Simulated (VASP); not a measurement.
Runs of VASP 6.6.1 on NaH. The structure is that of space group Immm (No. 71), or close to it. The cells are those of the table. 

```tsv
cell	gap on the mesh (eV)	pressure (GPa)
a = 3.453, b = 3.453, c = 3.612 Å, angles 58.5, 58.5, 56.9°, 2 atoms	4.01	-1.4
a = 3.456, b = 3.456, c = 3.192 Å, angles 62.5, 62.5, 64.9°, 2 atoms	3.79	(b)
a = 3.453, b = 3.453, c = 3.645 Å, angles 58.1, 58.1, 56.3°, 2 atoms	3.94	-1.4
a = 3.452, b = 3.452, c = 3.321 Å, angles 61.2, 61.2, 62.5°, 2 atoms	4.08	-1.4
a = 3.454, b = 3.454, c = 3.677 Å, angles 57.8, 57.8, 55.6°, 2 atoms	3.87	(a)
```

Alike in all rows: task single point; level r2SCAN; potentials or basis VASP PAW PBE potentials, release 64 (Na_pv, H); no spin polarisation; k mesh 8 × 8 × 8; cutoff (eV) 520; smearing gaussian 0.05 eV.

Fill in the values left out.

(a) -1.3; (b) -1.2.

Caveats: the PAW data sets were made with another functional, which shifts forces and pressure a little.

A k mesh can miss the band edges.
